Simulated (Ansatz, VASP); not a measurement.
**Two plane-wave programs on CuI**

```
CELL_PARAMETERS angstrom
3.43192 -3.51949 0.00000
3.43192 3.51949 0.00000
0.00000 0.00000 4.23341
ATOMIC_POSITIONS crystal
Cu 0.41500 0.58500 0.75000
Cu 0.58500 0.41500 0.25000
I 0.78503 0.21497 0.75000
I 0.21497 0.78503 0.25000
```

Change from the starting cell: hydrostatic strain -2.0%.

Alike in both runs: task single point; functional r2SCAN; k mesh 6 × 6 × 6; no spin polarisation.

|  | VASP | Ansatz |
| --- | --- | --- |
| version | VASP 6.6.1 | Ansatz 0.2.0 |
| potentials or method | VASP PAW PBE potentials, release 64 (Cu, I) | plane waves, PAW |
| plane-wave cutoff (eV) | 520 | 500 |
| occupations | gaussian, width 0.01 eV | fixed |
| valence electrons in the cell | 36 | 72 |

|  | VASP | Ansatz | Ansatz less VASP |
| --- | --- | --- | --- |
| gap on the k mesh at the Fermi level (eV) | 1.29 | 1.28 | -0.004 |
| pressure (GPa) | 3.2 | 3.1 | -0.03 |
| traceless stress, the component that is largest in VASP (GPa) | 1.45 | 1.42 | -0.031 |
| rms of the force components (eV/Å) | 0.012 | 0.007 | -0.0044 |

VASP's potentials were made for PBE, not for r2SCAN. Atom by atom the forces differ by 0.009 eV/Å (rms over components). VASP's potentials hold 36 valence electrons a cell and Ansatz's 72, so a difference there can come from the potentials and not from the codes.

Spin-orbit coupling is off throughout.
